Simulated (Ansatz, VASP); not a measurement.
TaN: VASP beside Ansatz

```
Ta N
1.0
     2.87802    0.00000    0.00000
    -1.43901    2.49244    0.00000
     0.00000    0.00000    2.82415
Ta N
1 1
Direct
  0.00000 0.00000 0.50000
  0.66667 0.33333 0.00000
```

Alike in both runs: task single point; functional PBE0; k mesh 6 × 6 × 6; occupations fermi-dirac, width 0.05 eV; no spin polarisation.

|  | VASP | Ansatz |
| --- | --- | --- |
| version | VASP 6.6.1 | Ansatz 0.2.0 |
| potentials or method | VASP PAW PBE potentials, release 64 (Ta_pv, N) | Ansatz PAW |
| plane-wave cutoff (eV) | 520 | 420 |
| valence electrons in the cell | 16 | 18 |

VASP gave:

| Property | Result |
| --- | --- |
| gap on the k mesh at the Fermi level (eV) | none |
| pressure (GPa) | 21.4 |
| traceless stress, the component that is largest in VASP (GPa) | 2.00 |

Task: What did Ansatz give for the same quantities?

Result: gap on the k mesh at the Fermi level (eV): none; pressure (GPa): 22.2; traceless stress, the component that is largest in VASP (GPa): 1.95.

A gap of «none» marks a metal or a gap that the smearing closes. VASP's potentials hold 16 valence electrons a cell and Ansatz's 18, so a difference there can come from the potentials and not from the codes.

The k mesh is coarse, so the values compare programs but aren't converged. Spin-orbit coupling is off throughout.
